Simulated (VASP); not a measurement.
Wanted: the native input for a VASP 6.6.1 run.

```yaml
Task: single point
Functional: PBE
Potentials_or_basis: VASP PAW PBE potentials, release 64 (Cu)
Cutoff: 520 eV
k_mesh: 20 × 20 × 20
Occupations: fermi-dirac, width 0.05 eV
Spin: no spin polarisation
Dipole_correction: no
Further_INCAR_settings: ALGO = Normal; EDIFF = 1e-07; NBANDS = 12
```

The structure of Cu lies in POSCAR:

```
Cu
1.0
   -1.3321993000      1.3321993000      1.3321993000
    1.3321993000     -1.3321993000      1.3321993000
    1.3321993000      1.3321993000     -1.3321993000
Cu
1
Direct
    0.0000000000      0.0000000000      0.0000000000
```

The input as run:

INCAR

```
SYSTEM = Cu
ALGO     = Normal         ! electronic algorithm
EDIFF    = 1E-7           ! SCF threshold, eV
ENCUT    = 520            ! plane-wave cutoff, eV
GGA      = PE             ! functional
ISIF     = 2              ! what is computed and relaxed
ISMEAR   = -1             ! smearing method
LASPH    = .TRUE.         ! aspherical terms in the spheres
LCHARG   = .FALSE.        ! write CHGCAR
LREAL    = .FALSE.        ! projectors in reciprocal space
LWAVE    = .FALSE.        ! write WAVECAR
NBANDS   = 12             ! bands
NELM     = 60             ! most SCF steps
PREC     = Accurate       ! precision mode
SIGMA    = 0.05           ! smearing width, eV
```

KPOINTS

```
k-points
0
G
  20 20 20
  0 0 0
```

Potentials or basis: VASP PAW PBE potentials, release 64 (Cu).

Command:

```console
$ cat potpaw_PBE.64/Cu/POTCAR > POTCAR
$ mpirun -np 1 vasp_std > vasp.out
```

It gave:

| Item | Value |
| --- | --- |
| Pressure | 60.6 GPa |

Run time: 15 s on 1 thread of Intel(R) Xeon(R) Platinum 8488C (Sapphire Rapids), with other jobs on the host, peak memory 0.14 GiB.
